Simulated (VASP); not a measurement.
# Al (Fm-3m) in VASP: a series of runs, part 2 of 2

VASP 6.6.1. Earlier steps stand in the parts before.

### Step 3. Single point, PBE

This run uses another cell than the first one, of 16.50 Å³/atom, 1.108 times its volume.

Input file INCAR:

```
SYSTEM = Al
ALGO = Normal
EDIFF = 1E-6
ENCUT = 500
GGA = PE
GGA_COMPAT = .False.
ISIF = 2
ISMEAR = -1
LASPH = .True.
LCHARG = .True.
LELF = .True.
LREAL = .False.
LVHAR = .True.
LWAVE = .False.
NBANDS = 8
NELM = 120
PREC = Accurate
SIGMA = 0.15
```

Input file KPOINTS:

```
k-points
0
Gamma
  14 14 14
  0 0 0
```

Input file POSCAR:

```
Al
1.0
    2.8576358177      0.0000000000      0.0000000000
    1.4288179088      2.4747852129      0.0000000000
    1.4288179088      0.8249284043      2.3332498747
Al
1
Direct
    0.0000000000      0.0000000000      0.0000000000
```

Potentials or basis: VASP PAW PBE potentials, release 64 (Al).

Launch:

```console
cat potpaw_PBE.64/Al/POTCAR > POTCAR
mpirun -np 1 vasp_std > vasp.out
```

It took 5 s on 1 thread of Intel Xeon 6975P-C (Granite Rapids), shared host; peak memory 0.13 GiB.

Results (log left out):

- Free energy: -3.7559 eV
- Pressure: 0.0 GPa

Levels at points of the mesh, in eV from the Fermi level:
```csv
k point,band 1,band 2,band 3,band 4,band 5
"(0.00, 0.00, 0.00)",-11.13,12.63,12.63,12.63,14.12
"(0.50, 0.00, 0.00)",-4.59,-4.37,11.42,11.42,11.47
"(0.50, 0.50, 0.00)",-2.92,-1.59,5.26,5.60,5.60
```

### Step 4. Relaxation of cell and atoms, PBE

This run uses another cell than the first one, of 16.60 Å³/atom, 1.115 times its volume.

Input file INCAR:

```
PREC = Accurate
ENCUT = 500
EDIFF = 1E-7
ISMEAR = -1
SIGMA = 0.15
LREAL = F
LASPH = T
NELM = 120
ALGO = Normal
ISIF = 3
LWAVE = F
LCHARG = F
GGA = PE
IBRION = 2
NSW = 80
EDIFFG = -0.005
GGA_COMPAT = F
NELMIN = 4
```

Input file KPOINTS:

```
Automatic mesh
0
Gamma
  14 14 14
```

Input file POSCAR:

```
Al
1.0
    2.8635070000      0.0000000000      0.0000000000
    1.4317535000      2.4798698059      0.0000000000
    1.4317535000      0.8266232686      2.3380436750
Al
1
Direct
    0.0000000000      0.0000000000      0.0000000000
```

Potentials or basis: VASP PAW PBE potentials, release 64 (Al).

Launch:

```console
cat potpaw_PBE.64/Al/POTCAR > POTCAR
mpirun -np 1 vasp_std > vasp.out
```

OUTCAR:

```text
PREC = Accurate
   ENCUT = 500
   EDIFF = 1E-7
   ISMEAR = -1
   LREAL = F
   LASPH = T
   NELM = 120
   ISIF = 3
   GGA = PE
   IBRION = 2
   NSW = 80
   EDIFFG = -0.005
   NELMIN = 4

 ion  position               nearest neighbor table
   1  0.000  0.000  0.000-

  LATTYP: Found a face centered cubic cell.
 ALAT       =     4.0496104353

  Lattice vectors:

 A1 = (   2.8635070000,   0.0000000000,   0.0000000000)
 A2 = (   1.4317535000,   2.4798698059,   0.0000000000)
 A3 = (   1.4317535000,   0.8266232686,   2.3380436750)

Analysis of symmetry for initial positions (statically):
=====================================================================
 Subroutine PRICEL returns:
 Original cell was already a primitive cell.

[... 247 lines left out ...]

 E-fermi :   7.9993     XC(G=0): -10.1988

 val. band max:        7.9668192814   @ k =  -0.3571   0.4286   0.2143
 cond. band min:       8.0187056754   @ k =   0.5000   0.2857   0.0000
 fundamental gap:      0.0518863939
 Fermi energy:         7.9993371171

 k-point     1 :       0.0000    0.0000    0.0000
  band No.  band energies     occupation
      1      -3.1325      2.00000
      2      20.6280      0.00000
      3      20.6280      0.00000
      4      20.6280      0.00000
      5      22.1237      0.00000
[... 177 lines left out ...]
 k-point    24 :       0.2857    0.1429    0.0000
  band No.  band energies     occupation
      1      -1.1113      2.00000
      2      12.2899      0.00000
      3      16.4382      0.00000
      4      17.9684      0.00000
      5      18.3955      0.00000

 [... further k-points ...]

------------------------ aborting loop because EDIFF is reached ----------------------------------------

  FORCE on cell =-STRESS in cart. coord.  units (eV):
  Direction    XX          YY          ZZ          XY          YZ          ZX
  --------------------------------------------------------------------------------------
  -------------------------------------------------------------------------------------
  Total        0.0001686      0.0001686      0.0001686     -0.0000000     -0.0000000     -0.0000000
  in kB        0.0163789      0.0163789      0.0163789     -0.0000000     -0.0000000     -0.0000000
  external PRESSURE =       0.0163789 kB  Pullay stress =       0.0000000 kB
[... 16 lines left out ...]
  FREE ENERGIE OF THE ION-ELECTRON SYSTEM (eV)
  ---------------------------------------------------
  free  energy   TOTEN  =        -3.7558948637 eV

  energy  without entropy=       -3.7220588018  energy(sigma->0) =       -3.73897683

 reached required accuracy - stopping structural energy minimisation
```

OSZICAR:

```text
N       E                     dE             d eps       ncg     rms          rms(c)
DAV:   1    -0.193187775810E+01   -0.19319E+01   -0.80999E+02  1110   0.307E+02
DAV:   2    -0.376253736700E+01   -0.18307E+01   -0.16611E+01  1375   0.279E+01
DAV:   3    -0.377822117518E+01   -0.15684E-01   -0.15595E-01  1400   0.303E+00
[... 16 lines left out ...]
       N       E                     dE             d eps       ncg     rms          rms(c)
DAV:   1    -0.375589540253E+01   -0.37720E-05   -0.40274E-05  1340   0.401E-02    0.530E-03
DAV:   2    -0.375589513715E+01    0.26538E-06   -0.25275E-07  1125   0.438E-03    0.201E-03
DAV:   3    -0.375589490885E+01    0.22830E-06   -0.37790E-08   670   0.126E-03    0.506E-04
DAV:   4    -0.375589486372E+01    0.45133E-07   -0.47635E-09   590   0.498E-04
   3 F= -.37558949E+01 E0= -.37389768E+01  d E =-.180674E-03
```

CONTCAR:

```text
Al
   1.00000000000000
     2.8570595490015029   -0.0000000000000000   -0.0000000000000000
     1.4285297745007515    2.4742861495457449    0.0000000000000796
     1.4285297745007515    0.8247620498153984    2.3327793533038022
  Al
     1
Direct
     0.0000000000000000    0.0000000000000000    0.0000000000000000

  0.00000000E+00  0.00000000E+00  0.00000000E+00
```

Wall time 7 s (1 thread of Intel Xeon 6975P-C (Granite Rapids), shared host); peak memory 0.13 GiB.

What came out:

```yaml
Free_energy: -3.7559 eV
Relaxed_volume: 16.49 Å³/atom
Relaxed_cell: a = 2.857 Å, b = 2.857 Å, c = 2.857 Å, α = 60.00°, β = 60.00°, γ = 60.00°
Space_group_after_relaxing_to_0.05_Å: Fm-3m (No. 225)
Energy_gained_by_relaxing: 0.2 meV/atom
Ionic_steps: 3
Pressure_after_relaxing: 0.0 GPa
```

Step by step:
```csv
step,energy change (eV),largest force (eV/Å),pressure (GPa),volume (Å³)
1,0.0000,0.0000,-0.51,16.60
2,-0.0002,0.0000,0.07,16.48
3,-0.0002,0.0000,0.00,16.49
```

Final structure:
```yaml
crystal:
  lattice:
    - [2.85706, 0.00000, 0.00000]
    - [1.42853, 2.47429, 0.00000]
    - [1.42853, 0.82476, 2.33278]
  atoms:
    - { symbol: Al, position: [0.00000, 0.00000, 0.00000] }
```

Levels at points of the mesh, in eV from the Fermi level:
| k point | band 1 | band 2 | band 3 | band 4 | band 5 |
| --- | --- | --- | --- | --- | --- |
| (0.00, 0.00, 0.00) | -11.13 | 12.63 | 12.63 | 12.63 | 14.12 |
| (0.50, 0.00, 0.00) | -4.59 | -4.37 | 11.42 | 11.42 | 11.47 |
| (0.50, 0.50, 0.00) | -2.92 | -1.59 | 5.26 | 5.60 | 5.60 |

### Step 5. Relaxation of cell and atoms, PBE, target pressure 5 GPa, at which the enthalpy is minimised

This run uses another cell than the first one, of 16.60 Å³/atom, 1.115 times its volume.

INCAR, as its differences from that of step 4:

```diff
@@ -16,2 +16,3 @@
 EDIFFG = -0.005
+PSTRESS = 50.0
 GGA_COMPAT = F
```

KPOINTS is that of step 4.

POSCAR is that of step 4.

Launch:

```console
cat potpaw_PBE.64/Al/POTCAR > POTCAR
mpirun -np 1 vasp_std > vasp.out
```

Wall time 6.9 s (1 thread of Intel Xeon 6975P-C (Granite Rapids), shared host); peak memory 0.13 GiB.

The run converged. Its results:

- Free energy: -3.7424 eV
- Relaxed volume: 15.58 Å³/atom
- Relaxed cell: a = 2.803 Å, b = 2.803 Å, c = 2.803 Å, α = 60.00°, β = 60.00°, γ = 60.00°
- Space group after relaxing (to 0.05 Å): Fm-3m (No. 225)
- Energy change on relaxing (the enthalpy is what falls): +13.3 meV/atom
- Ionic steps: 3
- Pressure after relaxing: 5.0 GPa

Step by step:
```
step  energy change (eV)  largest force (eV/Å)  pressure (GPa)  volume (Å³)
   1              0.0000                0.0000           -0.51        16.60
   2              0.0250                0.0000            7.10        15.27
   3              0.0133                0.0000            5.01        15.58
```

Final structure:
```cif
data_structure
_symmetry_space_group_name_H-M 'P 1'
_symmetry_Int_Tables_number 1
_cell_length_a 2.8033
_cell_length_b 2.8033
_cell_length_c 2.8033
_cell_angle_alpha 60.000
_cell_angle_beta 60.000
_cell_angle_gamma 60.000
_cell_volume 15.58
loop_
_atom_site_label
_atom_site_type_symbol
_atom_site_fract_x
_atom_site_fract_y
_atom_site_fract_z
_atom_site_occupancy
Al1 Al 0.00000 0.00000 0.00000 1
```

Levels at points of the mesh, in eV from the Fermi level:
| k point | band 1 | band 2 | band 3 | band 4 | band 5 |
| --- | --- | --- | --- | --- | --- |
| (0.00, 0.00, 0.00) | -11.53 | 12.95 | 12.95 | 12.95 | 14.89 |
| (0.50, 0.00, 0.00) | -4.82 | -4.45 | 11.74 | 11.74 | 12.05 |
| (0.50, 0.50, 0.00) | -3.05 | -1.61 | 5.28 | 5.88 | 5.88 |

Caveat: the cell is relaxed towards a set pressure, so the enthalpy falls and the energy may rise.

### Step 6. The runs side by side

```tsv
task	cell	gap on the mesh (eV)	pressure (GPa)
single point	a = 2.761 Å, angles 60.0°, 1 atom	none	10.0
single point	a = 2.858 Å, angles 60.0°, 1 atom	none	0.0
relaxation of cell and atoms	relaxed from a = 2.864 Å, angles 60.0°, 1 atom	none	0.0
relaxation of cell and atoms	relaxed to 5 GPa from a = 2.864 Å, angles 60.0°, 1 atom	none	5.0
```

Alike in all rows: level PBE; potentials or basis VASP PAW PBE potentials, release 64 (Al); no spin polarisation; k mesh 14 × 14 × 14; cutoff (eV) 500; smearing fermi-dirac 0.15 eV.

Caveats: the cell is relaxed towards a set pressure, so the enthalpy falls and the energy may rise (some runs).

Total energies depend on the potentials used, so only differences within one code and one set of settings carry meaning.
